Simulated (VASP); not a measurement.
# Ti8HC8 (a cell with a defect) in VASP: single point with PBE

Aim: the single point of Ti8HC8 (a cell with a defect) with PBE.

Program: VASP 6.6.1. These are calculated values, not measurements. Logs are shortened: lines on timing, memory, paths and dates and some standing lists are left out, and cuts for length are marked.

### Step 1. The cell of the first run

The cell holds a defect, 17 atoms: a = 6.127 Å, b = 6.127 Å, c = 6.127 Å, α = 60.00°, β = 60.00°, γ = 60.00°.

### Step 2. Single point, PBE

Input file INCAR:

```
SYSTEM = Ti8HC8
PREC = Accurate ; ENCUT = 520
EDIFF = 1E-7 ; ISMEAR = 0
SIGMA = 0.1 ; LREAL = Auto
LASPH = .TRUE. ; NELM = 100
ALGO = Normal ; ISIF = 2
LWAVE = .FALSE. ; LCHARG = .FALSE.
GGA = PE ; NBANDS = 78
```

Input file KPOINTS:

```
Automatic mesh
0
G
  5 5 5
  0 0 0
```

Input file POSCAR:

```
Ti8HC8
1.0
    0.0000000000      4.3327798708     -4.3327798708
   -4.3327798708      0.0000000000     -4.3327798708
   -4.3327798708      4.3327798708      0.0000000000
Ti C H
8 8 1
Direct
   -0.0001988331      0.5009385579      0.0014086799
    0.4973753720      0.5009160550      0.0013861770
   -0.0000493909      0.0207917325     -0.0212380972
    0.4999682801     -0.0003560070     -0.0000892037
   -0.0000500833      0.4782924731      0.5212644232
    0.4999670107      0.4994373277      0.5001211842
    0.0001204769     -0.0018318494      0.4986433801
    0.5025916536     -0.0018551600      0.4986205310
    0.7561632711      0.7495398097      0.2500168558
    0.2438216414      0.7495401559      0.2500174328
    0.7495257310      0.2506277799      0.2498146761
    0.2504111754      0.2484563103      0.2502147657
    0.7495258464      0.7493416690      0.7511003552
    0.2504108292      0.7497424510      0.7489293472
    0.7467959593      0.2495406026      0.7500162937
    0.2531312535      0.2495402564      0.7500161783
    0.0004689830      0.7495518113      0.2500143170
```

Potentials or basis: VASP PAW PBE potentials, release 64 (Ti_sv, C, H).

The run is started by

```console
> cat potpaw_PBE.64/Ti_sv/POTCAR potpaw_PBE.64/C/POTCAR potpaw_PBE.64/H/POTCAR > POTCAR
> mpirun -np 1 vasp_std > vasp.out
```

OUTCAR:

```text
SYSTEM = Ti8HC8
   PREC = Accurate
   ENCUT = 520
   EDIFF = 1E-7
   ISMEAR = 0
   LREAL = Auto
   LASPH = .TRUE.
   NELM = 100
   ISIF = 2
   GGA = PE

 ion  position               nearest neighbor table
   1  1.000  0.501  0.001-   9 2.15  14 2.16  12 2.16  13 2.17  11 2.17  16 2.18
   2  0.497  0.501  0.001-  10 2.15  14 2.16  12 2.16  13 2.17  11 2.17  15 2.18
   3  1.000  0.021  0.979-  17 1.66  15 2.09  16 2.09  14 2.17  11 2.17   9 2.23  10 2.24   5 2.80

   4  0.500  1.000  1.000-  15 2.15  16 2.15  13 2.16  12 2.16  10 2.19   9 2.19
   5  1.000  0.478  0.521-  17 1.66  15 2.09  16 2.09  13 2.17  12 2.17   9 2.23  10 2.24   3 2.80

   6  0.500  0.499  0.500-  15 2.15  16 2.15  14 2.16  11 2.16  10 2.19   9 2.19
   7  0.000  0.998  0.499-  10 2.15  13 2.16  11 2.16  14 2.17  12 2.17  15 2.18
   8  0.503  0.998  0.499-   9 2.15  13 2.16  11 2.16  14 2.17  12 2.17  16 2.18
   9  0.756  0.750  0.250-   8 2.15   1 2.15   6 2.19   4 2.19   5 2.23   3 2.23
  10  0.244  0.750  0.250-   7 2.15   2 2.15   6 2.19   4 2.19   5 2.24   3 2.24
  11  0.750  0.251  0.250-   6 2.16   8 2.16   7 2.16   2 2.17   1 2.17   3 2.17
  12  0.250  0.248  0.250-   4 2.16   1 2.16   2 2.16   7 2.17   8 2.17   5 2.17
  13  0.750  0.749  0.751-   4 2.16   8 2.16   7 2.16   2 2.17   1 2.17   5 2.17
  14  0.250  0.750  0.749-   6 2.16   1 2.16   2 2.16   7 2.17   8 2.17   3 2.17
  15  0.747  0.250  0.750-   3 2.09   5 2.09   6 2.15   4 2.15   2 2.18   7 2.18
  16  0.253  0.250  0.750-   3 2.09   5 2.09   4 2.15   6 2.15   1 2.18   8 2.18
  17  0.000  0.750  0.250-   3 1.66   5 1.66

  LATTYP: Found a face centered cubic cell.
 ALAT       =     8.6655597416

  Lattice vectors:

 A1 = (   0.0000000000,   4.3327798708,  -4.3327798708)
 A2 = (  -4.3327798708,   0.0000000000,  -4.3327798708)
 A3 = (  -4.3327798708,   4.3327798708,   0.0000000000)

Analysis of symmetry for initial positions (statically):
=====================================================================
 Subroutine PRICEL returns:
 Original cell was already a primitive cell.

 Routine SETGRP: Setting up the symmetry group for a
 face centered cubic supercell.

 Subroutine GETGRP returns: Found  1 space group operations
 (whereof  1 operations were pure point group operations)
 out of a pool of 48 trial point group operations.

The static configuration has the point symmetry C_1 .

Analysis of symmetry for dynamics (positions and initial velocities):
=====================================================================
 Subroutine PRICEL returns:
 Original cell was already a primitive cell.

 Routine SETGRP: Setting up the symmetry group for a
 face centered cubic supercell.

 Subroutine GETGRP returns: Found  1 space group operations
 (whereof  1 operations were pure point group operations)
 out of a pool of 48 trial point group operations.

The dynamic configuration has the point symmetry C_1 .

 Subroutine INISYM returns: Found  1 space group operations
 (whereof  1 operations are pure point group operations),
 and found     1 'primitive' translations

----------------------------------------------------------------------------------------

                                     Primitive cell

  volume of cell :     162.6784

  direct lattice vectors                    reciprocal lattice vectors
     0.000000000  4.332779871 -4.332779871     0.115399354  0.115399354 -0.115399354
    -4.332779871  0.000000000 -4.332779871    -0.115399354 -0.115399354 -0.115399354
    -4.332779871  4.332779871  0.000000000    -0.115399354  0.115399354  0.115399354

  length of vectors
     6.127476056  6.127476056  6.127476056     0.199877545  0.199877545  0.199877545

  position of ions in fractional coordinates (direct lattice)
     0.999801167  0.500938558  0.001408680
     0.497375372  0.500916055  0.001386177
     0.999950609  0.020791733  0.978761903
     0.499968280  0.999643993  0.999910796
     0.999949917  0.478292473  0.521264423
     0.499967011  0.499437328  0.500121184
[... 9 lines left out ...]
     0.253131254  0.249540256  0.750016178
     0.000468983  0.749551811  0.250014317

  ion indices of the primitive-cell ions
   primitive index   ion index
                 1           1
                 2           2
                 3           3
                 4           4
                 5           5
                 6           6
[... 9 lines left out ...]
                16          16
                17          17

----------------------------------------------------------------------------------------

 KPOINTS: Automatic mesh

Automatic generation of k-mesh.
 Grid dimensions read from file:
 generate k-points for:    5    5    5

 Generating k-lattice:

  Cartesian coordinates                     Fractional coordinates (reciprocal lattice)
     0.023079871  0.023079871 -0.023079871     0.200000000  0.000000000  0.000000000
    -0.023079871 -0.023079871 -0.023079871     0.000000000  0.200000000  0.000000000
    -0.023079871  0.023079871  0.023079871     0.000000000  0.000000000  0.200000000

  Length of vectors
     0.039975509  0.039975509  0.039975509

  Shift w.r.t. Gamma in fractional coordinates (k-lattice)
     0.000000000  0.000000000  0.000000000

 Subroutine IBZKPT returns following result:
 ===========================================

 Found     63 irreducible k-points:

 Following reciprocal coordinates:
            Coordinates               Weight
  0.000000  0.000000  0.000000      1.000000
  0.200000  0.000000  0.000000      2.000000
  0.000000  0.200000  0.000000      2.000000
  0.000000  0.000000  0.200000      2.000000
  0.200000  0.200000  0.200000      2.000000
  0.400000  0.000000  0.000000      2.000000
[... 16 lines left out ...]
  0.200000  0.400000  0.400000      2.000000
  0.400000  0.000000  0.200000      2.000000
 [... further k-points ...]
   k-points           NKPTS =     63   k-points in BZ     NKDIM =     63   number of bands    NBANDS=     78
   number of dos      NEDOS =    301   number of ions     NIONS =     17
   total plane-waves  NPLWV = 110592
   dimension x,y,z NGX =    48 NGY =   48 NGZ =   48
   dimension x,y,z NGXF=    96 NGYF=   96 NGZF=   96
   ions per type =               8   8   1
   NGX,Y,Z   is equivalent  to a cutoff of  13.02, 13.02, 13.02 a.u.
   NGXF,Y,Z  is equivalent  to a cutoff of  26.05, 26.05, 26.05 a.u.
 SYSTEM =  Ti8HC8
   PREC   = accura    normal or accurate (medium, high low for compatibility)
   ISTART =      0    job   : 0-new  1-cont  2-samecut
   ICHARG =      2    charge: 1-file 2-atom 10-const
   ISPIN  =      1    spin polarized calculation?
   LNONCOLLINEAR =      F non collinear calculations
   LSORBIT =      F    spin-orbit coupling
   LASPH  =      T    aspherical Exc in radial PAW
   ENCUT  =  520.0 eV  38.22 Ry    6.18 a.u.  11.39 11.39 11.39*2*pi/ulx,y,z
   NELM   =    100;   NELMIN=  2; NELMDL= -5     # of ELM steps
   EDIFF  = 0.1E-06   stopping-criterion for ELM
   LREAL  =      T    real-space projection
   EDIFFG = 0.1E-05   stopping-criterion for IOM
   NSW    =      0    number of steps for IOM
   IBRION =     -1    ionic relax: 0-MD 1-quasi-New 2-CG
   NFREE  =      0    steps in history (QN), initial steepest desc. (CG)
   ISIF   =      2    stress and relaxation
   ISYM   =      2    0-nonsym 1-usesym 2-fastsym
   POTIM  = 0.5000    time-step for ionic-motion
   TEBEG  =    0.0;   TEEND  =   0.0 temperature during run
   PSTRESS=    0.0 pullay stress
   NELECT =     129.0000    total number of electrons
   NUPDOWN=      -1.0000    fix difference up-down
   EMIN   =  10.00;   EMAX   =-10.00  energy-range for DOS
   EFERMI =   0.00;   METHOD = LEGACY
   ISMEAR =     0;   SIGMA  =   0.10  broadening in eV -4-tet -1-fermi 0-gaus
   EFERMI_NEDOS =   21; number of points for ismear=-14 and -15
   IALGO  =     38    algorithm
   IMIX   =      4    mixing-type and parameters
     AMIX     =   0.40;   BMIX     =  1.00
     AMIX_MAG =   1.60;   BMIX_MAG =  1.00
  volume/ion in A,a.u.               =       9.57        64.58
  Fermi-wavevector in a.u.,A,eV,Ry     =   1.515287  2.863476 31.240248  2.296093
  Thomas-Fermi vector in A             =   2.624831
   LORBIT       =      0    0 simple, 1 ext, 2 COOP (PROOUT), +10 PAW based schemes
   GGA     = PE    functional components
   LHFCALC =     F    Hartree Fock is set to
   AEXX    =    0.0000 exact exchange contribution
   IVDW    =     0    specifies the selected vdW correction
   LEPSILON=     F    determine dielectric tensor
   LRPA    =     F    only Hartree local field effects (RPA)
 non-spin polarized calculation
 Gauss-broadening in eV      SIGMA  =   0.10
  energy-cutoff  :      520.00
  volume of cell :      162.68
 maximum number of plane-waves:      4408
 NGX is ok and might be reduce to    48
   NGX = 23   NGY = 23   NGZ = 23

 number of electron     128.9999999 magnetization

 Free energy of the ion-electron system (eV)
  ---------------------------------------------------
  ext. energy  EPLUGINS =         0.00000000
  ---------------------------------------------------
  free energy    TOTEN  =      -151.29596814 eV

  energy without entropy =     -151.28041119  energy(sigma->0) =     -151.28818966

 E-fermi :   9.7249     XC(G=0): -12.7479

 val. band max:        9.6700788800   @ k =   0.2000   0.2000   0.2000
 cond. band min:       9.7276391420   @ k =   0.0000   0.0000   0.2000
 fundamental gap:      0.0575602620
 Fermi energy:         9.7248750879

 k-point     1 :       0.0000    0.0000    0.0000
  band No.  band energies     occupation
      1     -47.0845      2.00000
      2     -47.0393      2.00000
      3     -47.0310      2.00000
      4     -46.9870      2.00000
      5     -46.9552      2.00000
      6     -46.9550      2.00000
[... 68 lines left out ...]
     75      12.2184      0.00000
     76      12.3017      0.00000

 k-point     2 :       0.2000    0.0000    0.0000
  band No.  band energies     occupation
      1     -47.0794      2.00000
      2     -47.0384      2.00000
      3     -47.0329      2.00000
      4     -46.9879      2.00000
      5     -46.9571      2.00000
      6     -46.9563      2.00000
[... 1730 lines left out ...]
 k-point    24 :       0.4000    0.0000    0.2000
  band No.  band energies     occupation
      1     -47.0679      2.00000
      2     -47.0395      2.00000
      3     -47.0345      2.00000
      4     -46.9930      2.00000
      5     -46.9601      2.00000
      6     -46.9541      2.00000
[... 68 lines left out ...]
     75      12.1752      0.00000
     76      12.1912      0.00000

 [... further k-points ...]

 [bands above 76 left out]

------------------------ aborting loop because EDIFF is reached ----------------------------------------

  FORCE on cell =-STRESS in cart. coord.  units (eV):
  Direction    XX          YY          ZZ          XY          YZ          ZX
  --------------------------------------------------------------------------------------
  -------------------------------------------------------------------------------------
  Total        3.4051857      5.0020568      5.0203713     -0.0096174      6.2550993      0.0232186
  in kB       33.5367918     49.2639610     49.4443358     -0.0947192     61.6048525      0.2286743
  external PRESSURE =      44.0816962 kB  Pullay stress =       0.0000000 kB

 VOLUME and BASIS-vectors are now :
 -----------------------------------------------------------------------------
  energy-cutoff  :      520.00
  volume of cell :      162.68
      direct lattice vectors                 reciprocal lattice vectors
     0.000000000  4.332779871 -4.332779871     0.115399354  0.115399354 -0.115399354
    -4.332779871  0.000000000 -4.332779871    -0.115399354 -0.115399354 -0.115399354
    -4.332779871  4.332779871  0.000000000    -0.115399354  0.115399354  0.115399354

 POSITION                                       TOTAL-FORCE (eV/Angst)
 -----------------------------------------------------------------------------------
     -2.17656      4.33802     -6.50237         0.002616      0.004168     -0.004917
     -2.17636      2.16102     -4.32538         0.005603     -0.000379      0.001209
     -4.33085      8.57333     -4.42265         0.005455     -0.023149     -0.013945
     -8.66363      6.49865     -6.49749         0.005324      0.006152      0.009365
     -4.33086      6.59109     -6.40490         0.002117      0.012670      0.018113
     -4.33087      4.33316     -4.33020         0.004219     -0.005065      0.002017
[... 9 lines left out ...]
     -4.33086      4.34642     -2.17796        -0.000621      0.004659     -0.003088
     -4.33090      1.08529     -3.24968        -0.002208      0.018536     -0.018509
 -----------------------------------------------------------------------------------
    total drift:                                0.036207     -0.007205      0.024444

  FREE ENERGIE OF THE ION-ELECTRON SYSTEM (eV)
  ---------------------------------------------------
  free  energy   TOTEN  =      -151.2959681410 eV

  energy  without entropy=     -151.2804111887  energy(sigma->0) =     -151.28818966
```

Wall time 37 min (1 thread of Intel Xeon Platinum 8488C (Sapphire Rapids), shared host); peak memory 0.64 GiB.

Results:

* Free energy: -151.2960 eV
* Pressure: 4.4 GPa
* Largest force: 0.028 eV/Å
* Band gap on the k mesh: zero (an odd number of electrons rules out a gap without spin polarisation)

Forces in eV/Å, atoms in the order of the input:
```
Ti   0.003  0.004 -0.005
Ti   0.006  0.000  0.001
Ti   0.005 -0.023 -0.014
Ti   0.005  0.006  0.009
Ti   0.002  0.013  0.018
Ti   0.004 -0.005  0.002
Ti  -0.005 -0.006  0.006
Ti  -0.006  0.005 -0.007
C   -0.003 -0.019  0.017
C   -0.001  0.009 -0.008
C   -0.002  0.000  0.001
C   -0.001 -0.002 -0.002
C   -0.001 -0.001 -0.002
C   -0.002  0.002  0.002
C   -0.002 -0.003  0.002
C   -0.001  0.005 -0.003
H   -0.002  0.019 -0.019
```
